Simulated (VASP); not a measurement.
# Ni (Pm-3m) in VASP: a series of runs

Runs on Ni. Level: r2SCAN. Tasks: single point.

Program: VASP 6.6.1. These are calculated values, not measurements. Logs are shortened: lines on timing, memory, paths and dates and some standing lists are left out, and cuts for length are marked.

### Step 1. The cell of the first run

It takes space group Pm-3m (No. 221, cubic). The conventional cell has a = 2.196 Å, b = 2.196 Å, c = 2.196 Å, α = 90.00°, β = 90.00°, γ = 90.00°. Ni (site symmetry m-3m) has 6 Ni at 2.20 Å within 2.9 Å.

This isn't the form of Ni at room conditions, which is fcc.

### Step 2. Single point, r2SCAN (10.60 Å³/atom)

POSCAR

```
Ni
1.0
    2.1964838698      0.0000000000      0.0000000000
    0.0000000000      2.1964838698      0.0000000000
    0.0000000000      0.0000000000      2.1964838698
Ni
1
Direct
    0.0000000000      0.0000000000      0.0000000000
```

INCAR.step1

```
SYSTEM = Ni
ALGO = Normal
EDIFF = 1E-4
ENCUT = 520
GGA = PE
ISMEAR = -1
LASPH = .True.
LCHARG = .False.
LREAL = .False.
LWAVE = .True.
NBANDS = 11
NELM = 100
PREC = Accurate
SIGMA = 0.1
```

INCAR.step2

```
SYSTEM = Ni
ALGO = Normal
EDIFF = 1E-6
ENCUT = 520
ISIF = 2
ISMEAR = -1
ISTART = 1
LASPH = .True.
LCHARG = .False.
LMIXTAU = .True.
LREAL = .False.
LWAVE = .False.
METAGGA = R2SCAN
NBANDS = 11
NELM = 100
PREC = Accurate
SIGMA = 0.1
```

KPOINTS

```
k-points
0
Gamma
  15 15 15
  0 0 0
```

Potentials or basis: VASP PAW PBE potentials, release 64 (Ni).

On the command line:

```sh
cat potpaw_PBE.64/Ni/POTCAR > POTCAR
cp INCAR.step1 INCAR
mpirun -np 1 vasp_std > vasp.out
cp INCAR.step2 INCAR
mpirun -np 1 vasp_std > vasp.out
```

OUTCAR:

```text
SYSTEM = Ni
   EDIFF = 1E-6
   ENCUT = 520
   ISIF = 2
   ISMEAR = -1
   ISTART = 1
   LASPH = .True.
   LREAL = .False.
   METAGGA = R2SCAN
   NELM = 100
   PREC = Accurate

 ion  position               nearest neighbor table
   1  0.000  0.000  0.000-

  LATTYP: Found a simple cubic cell.
 ALAT       =     2.1964838698

  Lattice vectors:

 A1 = (   2.1964838698,   0.0000000000,   0.0000000000)
 A2 = (   0.0000000000,   2.1964838698,   0.0000000000)
 A3 = (   0.0000000000,   0.0000000000,   2.1964838698)

Analysis of symmetry for initial positions (statically):
=====================================================================
 Subroutine PRICEL returns:
 Original cell was already a primitive cell.

 Routine SETGRP: Setting up the symmetry group for a
 simple cubic supercell.

 Subroutine GETGRP returns: Found 48 space group operations
 (whereof 48 operations were pure point group operations)
 out of a pool of 48 trial point group operations.

The static configuration has the point symmetry O_h .

Analysis of symmetry for dynamics (positions and initial velocities):
=====================================================================
 Subroutine PRICEL returns:
 Original cell was already a primitive cell.

 Routine SETGRP: Setting up the symmetry group for a
 simple cubic supercell.

 Subroutine GETGRP returns: Found 48 space group operations
 (whereof 48 operations were pure point group operations)
 out of a pool of 48 trial point group operations.

The dynamic configuration has the point symmetry O_h .

 Subroutine INISYM returns: Found 48 space group operations
 (whereof 48 operations are pure point group operations),
 and found     1 'primitive' translations

----------------------------------------------------------------------------------------

                                     Primitive cell

  volume of cell :      10.5970

  direct lattice vectors                    reciprocal lattice vectors
     2.196483870  0.000000000  0.000000000     0.455273091  0.000000000  0.000000000
     0.000000000  2.196483870  0.000000000     0.000000000  0.455273091  0.000000000
     0.000000000  0.000000000  2.196483870     0.000000000  0.000000000  0.455273091

  length of vectors
     2.196483870  2.196483870  2.196483870     0.455273091  0.455273091  0.455273091

  position of ions in fractional coordinates (direct lattice)
     0.000000000  0.000000000  0.000000000

  ion indices of the primitive-cell ions
   primitive index   ion index
                 1           1

----------------------------------------------------------------------------------------

 KPOINTS: k-points

Automatic generation of k-mesh.
 Grid dimensions read from file:
 generate k-points for:   15   15   15

 Generating k-lattice:

  Cartesian coordinates                     Fractional coordinates (reciprocal lattice)
     0.030351539  0.000000000  0.000000000     0.066666667  0.000000000  0.000000000
     0.000000000  0.030351539  0.000000000     0.000000000  0.066666667  0.000000000
     0.000000000  0.000000000  0.030351539     0.000000000  0.000000000  0.066666667

  Length of vectors
     0.030351539  0.030351539  0.030351539

  Shift w.r.t. Gamma in fractional coordinates (k-lattice)
     0.000000000  0.000000000  0.000000000

 Subroutine IBZKPT returns following result:
 ===========================================

 Found    120 irreducible k-points:

 Following reciprocal coordinates:
            Coordinates               Weight
  0.000000  0.000000  0.000000      1.000000
  0.066667  0.000000  0.000000      6.000000
  0.133333  0.000000  0.000000      6.000000
  0.200000  0.000000  0.000000      6.000000
  0.266667  0.000000  0.000000      6.000000
  0.333333  0.000000  0.000000      6.000000
[... 16 lines left out ...]
  0.266667  0.200000  0.000000     24.000000
  0.333333  0.200000  0.000000     24.000000
 [... further k-points ...]
   k-points           NKPTS =    120   k-points in BZ     NKDIM =    120   number of bands    NBANDS=     11
   number of dos      NEDOS =    301   number of ions     NIONS =      1
   total plane-waves  NPLWV =   4096
   dimension x,y,z NGX =    16 NGY =   16 NGZ =   16
   dimension x,y,z NGXF=    32 NGYF=   32 NGZF=   32
   ions per type =               1
   NGX,Y,Z   is equivalent  to a cutoff of  12.11, 12.11, 12.11 a.u.
   NGXF,Y,Z  is equivalent  to a cutoff of  24.22, 24.22, 24.22 a.u.
 SYSTEM =  Ni
   PREC   = accura    normal or accurate (medium, high low for compatibility)
   ISTART =      1    job   : 0-new  1-cont  2-samecut
   ICHARG =      0    charge: 1-file 2-atom 10-const
   ISPIN  =      1    spin polarized calculation?
   LNONCOLLINEAR =      F non collinear calculations
   LSORBIT =      F    spin-orbit coupling
   LASPH  =      T    aspherical Exc in radial PAW
   ENCUT  =  520.0 eV  38.22 Ry    6.18 a.u.   4.08  4.08  4.08*2*pi/ulx,y,z
   NELM   =    100;   NELMIN=  2; NELMDL=  0     # of ELM steps
   EDIFF  = 0.1E-05   stopping-criterion for ELM
   LREAL  =      F    real-space projection
   EDIFFG = 0.1E-04   stopping-criterion for IOM
   NSW    =      0    number of steps for IOM
   IBRION =     -1    ionic relax: 0-MD 1-quasi-New 2-CG
   NFREE  =      0    steps in history (QN), initial steepest desc. (CG)
   ISIF   =      2    stress and relaxation
   ISYM   =      2    0-nonsym 1-usesym 2-fastsym
   POTIM  = 0.5000    time-step for ionic-motion
   TEBEG  =    0.0;   TEEND  =   0.0 temperature during run
   PSTRESS=    0.0 pullay stress
   NELECT =      10.0000    total number of electrons
   NUPDOWN=      -1.0000    fix difference up-down
   EMIN   =  10.00;   EMAX   =-10.00  energy-range for DOS
   EFERMI =   0.00;   METHOD = LEGACY
   ISMEAR =    -1;   SIGMA  =   0.10  broadening in eV -4-tet -1-fermi 0-gaus
   EFERMI_NEDOS =   21; number of points for ismear=-14 and -15
   IALGO  =     38    algorithm
   IMIX   =      4    mixing-type and parameters
     AMIX     =   0.40;   BMIX     =  1.00
     AMIX_MAG =   1.60;   BMIX_MAG =  1.00
  volume/ion in A,a.u.               =      10.60        71.51
  Fermi-wavevector in a.u.,A,eV,Ry     =   1.605758  3.034443 35.082069  2.578459
  Thomas-Fermi vector in A             =   2.702054
   LORBIT       =      0    0 simple, 1 ext, 2 COOP (PROOUT), +10 PAW based schemes
   METAGGA = R2SCAN    functional components
   LHFCALC =     F    Hartree Fock is set to
   AEXX    =    0.0000 exact exchange contribution
   IVDW    =     0    specifies the selected vdW correction
   LEPSILON=     F    determine dielectric tensor
   LRPA    =     F    only Hartree local field effects (RPA)
 non-spin polarized calculation
  energy-cutoff  :      520.00
  volume of cell :       10.60
 maximum number of plane-waves:       296
   NGX =  9   NGY =  9   NGZ =  9

 number of electron      10.0000027 magnetization

 Free energy of the ion-electron system (eV)
  ---------------------------------------------------
  ext. energy  EPLUGINS =         0.00000000
  ---------------------------------------------------
  free energy    TOTEN  =       -11.05026606 eV

  energy without entropy =      -10.99003191  energy(sigma->0) =      -11.02014899

 E-fermi :   9.5748     XC(G=0): -14.3294

 val. band max:        9.5746271713   @ k =   0.2667   0.0667   0.0667
 cond. band min:       9.5803680960   @ k =   0.0667   0.0667   0.0000
 fundamental gap:      0.0057409247
 Fermi energy:         9.5747863081

 k-point     1 :       0.0000    0.0000    0.0000
  band No.  band energies     occupation
      1       0.2540      2.00000
      2       5.3424      2.00000
      3       5.3424      2.00000
      4       9.6293      0.73405
      5       9.6293      0.73405
      6       9.6293      0.73405
      7      32.3218      0.00000
      8      32.3218      0.00000
      9      32.3218      0.00000
     10      36.3891      0.00000
     11      36.3891      0.00000

 k-point     2 :       0.0667    0.0000    0.0000
  band No.  band energies     occupation
      1       0.4091      2.00000
      2       5.3669      2.00000
      3       5.4209      2.00000
      4       9.5632      1.05802
      5       9.5632      1.05802
      6       9.6345      0.70984
      7      30.3049      0.00000
      8      32.5346      0.00000
      9      32.5346      0.00000
     10      36.4031      0.00000
     11      37.8414      0.00000

 k-point     3 :       0.1333    0.0000    0.0000
  band No.  band energies     occupation
      1       0.8645      2.00000
      2       5.4366      2.00000
      3       5.6489      2.00000
      4       9.3796      1.75132
      5       9.3796      1.75132
      6       9.6494      0.64333
      7      27.1012      0.00000
      8      33.1594      0.00000
      9      33.1594      0.00000
     10      36.4450      0.00000
     11      39.0822      0.00000

 k-point     4 :       0.2000    0.0000    0.0000
  band No.  band energies     occupation
      1       1.5886      2.00000
      2       5.5406      2.00000
      3       6.0052      2.00000
      4       9.1175      1.97955
      5       9.1175      1.97955
      6       9.6714      0.55143
      7      23.9192      0.00000
      8      34.1593      0.00000
      9      34.1593      0.00000
     10      36.5141      0.00000
     11      39.5946      0.00000
[... 239 lines left out ...]
 k-point    22 :       0.2000    0.2000    0.0000
  band No.  band energies     occupation
      1       2.8072      2.00000
      2       5.9240      2.00000
      3       6.5070      2.00000
      4       8.6690      1.99977
      5       9.1248      1.97802
      6       9.2411      1.93132
      7      24.2486      0.00000
      8      26.3283      0.00000
      9      35.9271      0.00000
     10      38.3793      0.00000
     11      43.0096      0.00000

 k-point    23 :       0.2667    0.2000    0.0000
  band No.  band energies     occupation
      1       3.6036      2.00000
      2       6.0498      2.00000
      3       6.9025      2.00000
      4       8.5905      1.99989
      5       8.8942      1.99779
      6       9.2329      1.93659
      7      21.8905      0.00000
      8      26.6556      0.00000
      9      37.2076      0.00000
     10      38.6900      0.00000
     11      40.3563      0.00000

 k-point    24 :       0.3333    0.2000    0.0000
  band No.  band energies     occupation
      1       4.4230      2.00000
      2       6.1299      2.00000
      3       7.1123      2.00000
      4       8.6439      1.99982
      5       8.9755      1.99502
      6       9.2638      1.91462
      7      19.2338      0.00000
      8      27.7595      0.00000
      9      37.5834      0.00000
     10      38.7621      0.00000
     11      39.3036      0.00000

 [... further k-points ...]
[... 5 lines left out ...]
  --------------------------------------------------------------------------------------
  -------------------------------------------------------------------------------------
  Total        1.9126282      1.9126282      1.9126282      0.0000000      0.0000000      0.0000000
  in kB      289.1725586    289.1725586    289.1725586      0.0000000      0.0000000      0.0000000
  external PRESSURE =     289.1725586 kB  Pullay stress =       0.0000000 kB

 VOLUME and BASIS-vectors are now :
 -----------------------------------------------------------------------------
  energy-cutoff  :      520.00
  volume of cell :       10.60
      direct lattice vectors                 reciprocal lattice vectors
     2.196483870  0.000000000  0.000000000     0.455273091  0.000000000  0.000000000
     0.000000000  2.196483870  0.000000000     0.000000000  0.455273091  0.000000000
     0.000000000  0.000000000  2.196483870     0.000000000  0.000000000  0.455273091

 POSITION                                       TOTAL-FORCE (eV/Angst)
 -----------------------------------------------------------------------------------
      0.00000      0.00000      0.00000         0.000000      0.000000      0.000000
 -----------------------------------------------------------------------------------
    total drift:                               -0.000000     -0.000000      0.000000

  FREE ENERGIE OF THE ION-ELECTRON SYSTEM (eV)
  ---------------------------------------------------
  free  energy   TOTEN  =       -11.0502660650 eV

  energy  without entropy=      -10.9900319146  energy(sigma->0) =      -11.02014899
```

It took 28 s on 1 thread of Intel Xeon 8259CL, shared host; peak memory 0.12 GiB.

What came out:

```
Free energy            : -11.0503 eV
Pressure               : 28.9 GPa
Band gap on the k mesh : zero (bands 5 and 6 overlap by 1.65 eV)
```

Caveat: the cell stands under pressure; the PAW data sets were made with another functional, which shifts forces and pressure a little; the run has no spin polarisation, though such a crystal can be magnetic. Spin polarisation is off, so any magnetic state and its effect on volume and gap are missing.

### Step 3. Single point, r2SCAN (11.08 Å³/atom)

This run uses another cell than the first one, of 11.08 Å³/atom.

POSCAR

```
Ni
1.0
    2.2292720451      0.0000000000      0.0000000000
    0.0000000000      2.2292720451      0.0000000000
    0.0000000000      0.0000000000      2.2292720451
Ni
1
Direct
    0.0000000000      0.0000000000      0.0000000000
```

INCAR.step1

```
SYSTEM = Ni
ALGO = Normal ; EDIFF = 1E-4
ENCUT = 520 ; GGA = PE
ISMEAR = -1 ; LASPH = .True.
LCHARG = .False. ; LREAL = .False.
LWAVE = .True. ; NBANDS = 11
NELM = 100 ; PREC = Accurate
SIGMA = 0.1
```

INCAR.step2

```
SYSTEM = Ni
ALGO = Normal ; EDIFF = 1E-6
ENCUT = 520 ; ISIF = 2
ISMEAR = -1 ; ISTART = 1
LASPH = .True. ; LCHARG = .True.
LELF = .True. ; LMIXTAU = .True.
LREAL = .False. ; LVHAR = .True.
LWAVE = .False. ; METAGGA = R2SCAN
NBANDS = 11 ; NELM = 100
PREC = Accurate ; SIGMA = 0.1
```

KPOINTS is that of step 2.

Potentials or basis: VASP PAW PBE potentials, release 64 (Ni).

On the command line:

```sh
cat potpaw_PBE.64/Ni/POTCAR > POTCAR
cp INCAR.step1 INCAR
mpirun -np 1 vasp_std > vasp.out
cp INCAR.step2 INCAR
mpirun -np 1 vasp_std > vasp.out
```

Run time: 74 s. Hardware: 1 thread of Intel Xeon 8259CL, shared host; peak memory 0.13 GiB.

It converged, with:

* Free energy: -11.1184 eV
* Pressure: 17.2 GPa
* Band gap on the k mesh: zero (bands 5 and 6 overlap by 1.56 eV)

Levels at points of the mesh, in eV from the Fermi level:
| k point | band 3 | band 4 | band 5 | band 6 | band 7 | band 8 |
| --- | --- | --- | --- | --- | --- | --- |
| (0.00, 0.00, 0.00) | -3.97 | 0.04 | 0.04 | 0.04 | 22.15 | 22.15 |

Caveat: the cell stands under pressure; the PAW data sets were made with another functional, which shifts forces and pressure a little; the run has no spin polarisation, though such a crystal can be magnetic.
